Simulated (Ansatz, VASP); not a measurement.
**Ti3Al: VASP beside Ansatz**

```xyz
4
Lattice="2.9354 0.0000 0.0000 -1.4677 2.5422 0.0000 0.0000 0.0000 8.7050" Properties=species:S:1:pos:R:3 pbc="T T T"
Ti    1.4677    0.8474    0.0000
Ti    0.0000    1.6948    6.5328
Ti    0.0000    1.6948    2.1723
Al    1.4677    0.8474    4.3525
```

Alike in both runs: task single point; functional PBE; k mesh 18 × 18 × 6; occupations gaussian, width 0.15 eV; no spin polarisation.

|  | VASP | Ansatz |
| --- | --- | --- |
| version | VASP 6.6.1 | Ansatz 0.2.0 |
| potentials or method | VASP PAW PBE potentials, release 64 (Ti_sv, Al), cutoff 520 eV | scalar-relativistic, plane waves, PAW |
| valence electrons in the cell | 39 | 39 |

```tsv
	VASP	Ansatz	Ansatz less VASP
gap on the k mesh at the Fermi level (eV)	none	none	-
pressure (GPa)	7.1	7.4	+0.27
traceless stress, the component that is largest in VASP (GPa)	7.54	7.52	-0.016
rms of the force components (eV/Å)	0.029	0.024	-0.0049
```

Atom by atom the forces differ by 0.005 eV/Å (rms over components). A gap of «none» marks a metal or a gap that the smearing closes.
